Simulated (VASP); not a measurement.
Mg3PN:

```
CELL_PARAMETERS angstrom
4.07749 0.00000 0.00000
0.00000 4.07749 0.00000
0.00000 0.00000 4.07749
ATOMIC_POSITIONS crystal
P 0.00000 0.00000 0.00000
N 0.50000 0.50000 0.50000
Mg 0.50000 0.50000 0.00000
Mg 0.50000 0.00000 0.50000
Mg 0.00000 0.50000 0.50000
```

* Program: VASP 6.6.1
* Task: relaxation of cell and atoms
* Functional: PBEsol
* Potentials or basis: VASP PAW PBE potentials, release 64 (P, N, Mg)
* Cutoff: 600 eV
* k mesh: 6 × 6 × 6
* Occupations: fermi-dirac, width 0.03 eV
* Spin: no spin polarisation

At the start: pressure 5.7 GPa; volume 13.56 Å³/atom.

Q: How do energy, volume and symmetry change on relaxing?

A: Over 3 steps the energy falls by 12.5 meV/atom and the volume is 14.29 Å³/atom (+5.4 %); space group Pm-3m (No. 221, to 0.05 Å).

Step by step:
```csv
step,energy change (eV),largest force (eV/Å),pressure (GPa),volume (Å³)
1,0.0000,0.0000,5.70,67.79
2,-0.0568,0.0000,-1.53,72.64
3,-0.0625,0.0000,0.01,71.46
```

Final structure:
```
P N Mg
1.0
     4.14967    0.00000    0.00000
     0.00000    4.14967    0.00000
     0.00000    0.00000    4.14967
P N Mg
1 1 3
Direct
  0.00000 0.00000 0.00000
  0.50000 0.50000 0.50000
  0.50000 0.50000 0.00000
  0.50000 0.00000 0.50000
  0.00000 0.50000 0.50000
```

Caveat: the PAW data sets were made with another functional, which shifts forces and pressure a little.
